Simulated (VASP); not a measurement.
# I (C2/m) in VASP: notebook, part 2 of 2

VASP 6.6.1. The steps go on from the part before.

### Step 3. Single point, PBEsol (strained)

INCAR

```
SYSTEM = I
  ALGO = Normal
  EDIFF = 1E-6
  ENCUT = 500
  GGA = PS
  GGA_COMPAT = .FALSE.
  ISIF = 2
  ISMEAR = 0
  LASPH = .TRUE.
  LCHARG = .FALSE.
  LREAL = .FALSE.
  LWAVE = .FALSE.
  NBANDS = 10
  NELM = 120
  PREC = Accurate
  SIGMA = 0.1
```

KPOINTS

```
k-points
0
G
  12 12 18
  0 0 0
```

POSCAR

```
I
1.0
    2.5977946561     -4.0108647113      0.0063458664
    2.5977946561      4.0108647113      0.0063458664
   -1.6528829812      0.0000000000      2.4264295780
I
1
Direct
    0.5000000000      0.5000000000      0.5000000000
```

Potentials or basis: VASP PAW PBE potentials, release 64 (I).

On the command line:

```sh
$ cat potpaw_PBE.64/I/POTCAR > POTCAR
$ mpirun -np 1 vasp_std > vasp.out
```

OUTCAR:

```text
SYSTEM = I
   EDIFF = 1E-6
   ENCUT = 500
   GGA = PS
   ISIF = 2
   ISMEAR = 0
   LASPH = .TRUE.
   LREAL = .FALSE.
   NELM = 120
   PREC = Accurate

 ion  position               nearest neighbor table
   1  0.500  0.500  0.500-

  LATTYP: Found a base centered monoclinic cell.
 ALAT       =     5.1956048138
 B/A-ratio  =     1.5439452595
 C/A-ratio  =     0.5650761903
 COS(beta)  =    -0.5609672522

  Lattice vectors:

 A1 = (   2.5977946561,  -4.0108647113,   0.0063458664)
 A2 = (   2.5977946561,   4.0108647113,   0.0063458664)
 A3 = (  -1.6528829812,   0.0000000000,   2.4264295780)

Analysis of symmetry for initial positions (statically):
=====================================================================
 Subroutine PRICEL returns:
 Original cell was already a primitive cell.

 Routine SETGRP: Setting up the symmetry group for a
 base centered monoclinic supercell.

 Subroutine GETGRP returns: Found  4 space group operations
 (whereof  4 operations were pure point group operations)
 out of a pool of  4 trial point group operations.

The static configuration has the point symmetry C_2h.

Analysis of symmetry for dynamics (positions and initial velocities):
=====================================================================
 Subroutine PRICEL returns:
 Original cell was already a primitive cell.

 Routine SETGRP: Setting up the symmetry group for a
 base centered monoclinic supercell.

 Subroutine GETGRP returns: Found  4 space group operations
 (whereof  4 operations were pure point group operations)
 out of a pool of  4 trial point group operations.

The dynamic configuration has the point symmetry C_2h.

 Subroutine INISYM returns: Found  4 space group operations
 (whereof  4 operations are pure point group operations),
 and found     1 'primitive' translations

----------------------------------------------------------------------------------------

                                     Primitive cell

  volume of cell :      50.6480
[... 106 lines left out ...]
     AMIX     =   0.40;   BMIX     =  1.00
     AMIX_MAG =   1.60;   BMIX_MAG =  1.00
  volume/ion in A,a.u.               =      50.65       341.79
  Fermi-wavevector in a.u.,A,eV,Ry     =   0.846421  1.599505  9.747611  0.716429
  Thomas-Fermi vector in A             =   1.961766
   LORBIT       =      0    0 simple, 1 ext, 2 COOP (PROOUT), +10 PAW based schemes
   GGA     = PS    functional components
   LHFCALC =     F    Hartree Fock is set to
   AEXX    =    0.0000 exact exchange contribution
   IVDW    =     0    specifies the selected vdW correction
   LEPSILON=     F    determine dielectric tensor
   LRPA    =     F    only Hartree local field effects (RPA)
 non-spin polarized calculation
 Gauss-broadening in eV      SIGMA  =   0.10
  energy-cutoff  :      500.00
  volume of cell :       50.65
 maximum number of plane-waves:      1307
   NGX = 17   NGY = 17   NGZ = 11

 number of electron       7.0000000 magnetization

 Free energy of the ion-electron system (eV)
  ---------------------------------------------------
  ext. energy  EPLUGINS =         0.00000000
  ---------------------------------------------------
  free energy    TOTEN  =        -1.63319137 eV

  energy without entropy =       -1.62691106  energy(sigma->0) =       -1.63005122

 E-fermi :   0.8751     XC(G=0):  -7.3764

 val. band max:        0.8732446435   @ k =  -0.2500   0.1667   0.5000
 cond. band min:       0.8762018737   @ k =  -0.2500  -0.0000   0.4444
 fundamental gap:      0.0029572302
 Fermi energy:         0.8751427622

 k-point     1 :       0.0000    0.0000    0.0000
  band No.  band energies     occupation
      1     -12.1857      2.00000
      2      -0.6193      2.00000
      3      -0.4762      2.00000
      4       4.6846      0.00000
      5       5.2263      0.00000
      6       8.4458      0.00000
      7       9.3392      0.00000
      8      11.3927      0.00000
      9      11.5144      0.00000
     10      16.8359      0.00000
[... 287 lines left out ...]
 k-point    24 :      -0.4167    0.1667    0.0000
  band No.  band energies     occupation
      1     -12.0415      2.00000
      2      -1.6957      2.00000
      3      -1.1008      2.00000
      4       4.6682      0.00000
      5       7.1692      0.00000
      6       8.3894      0.00000
      7      11.1866      0.00000
      8      11.7384      0.00000
      9      14.3143      0.00000
     10      16.6472      0.00000

 [... further k-points ...]
[... 5 lines left out ...]
  --------------------------------------------------------------------------------------
  -------------------------------------------------------------------------------------
  Total       -0.4197022     -0.1219756     -0.4307937      0.0000000      0.0000000      0.0038833
  in kB      -13.2766708     -3.8585217    -13.6275369      0.0000000      0.0000000      0.1228418
  external PRESSURE =     -10.2542431 kB  Pullay stress =       0.0000000 kB

 VOLUME and BASIS-vectors are now :
 -----------------------------------------------------------------------------
  energy-cutoff  :      500.00
  volume of cell :       50.65
      direct lattice vectors                 reciprocal lattice vectors
     2.597794656 -4.010864711  0.006345866     0.192151203 -0.124661397  0.130893332
     2.597794656  4.010864711  0.006345866     0.192151203  0.124661397  0.130893332
    -1.652882981  0.000000000  2.426429578    -0.001005070  0.000000000  0.411443524

 POSITION                                       TOTAL-FORCE (eV/Angst)
 -----------------------------------------------------------------------------------
      1.77135      0.00000      1.21956         0.000000      0.000000      0.000000
 -----------------------------------------------------------------------------------
    total drift:                                0.000000      0.000000      0.000000

  FREE ENERGIE OF THE ION-ELECTRON SYSTEM (eV)
  ---------------------------------------------------
  free  energy   TOTEN  =        -1.6331913687 eV

  energy  without entropy=       -1.6269110641  energy(sigma->0) =       -1.63005122
```

Run time: 2.7 min. Hardware: 1 thread of AMD EPYC 9R45 (Zen 5), shared host; peak memory 0.4 GiB.

Results:

| Property | Result |
| --- | --- |
| Free energy | -1.6332 eV |
| Pressure | -1.0 GPa |
| Band gap on the k mesh | zero (an odd number of electrons rules out a gap without spin polarisation) |

Caveat: the cell differs from its parent crystal (strained); the PAW data sets were made with another functional, which shifts forces and pressure a little; spin-orbit coupling is left out, which moves the levels of the heavy elements; an odd number of electrons without spin polarisation forces a metal; a magnetic or distorted state may lie lower.
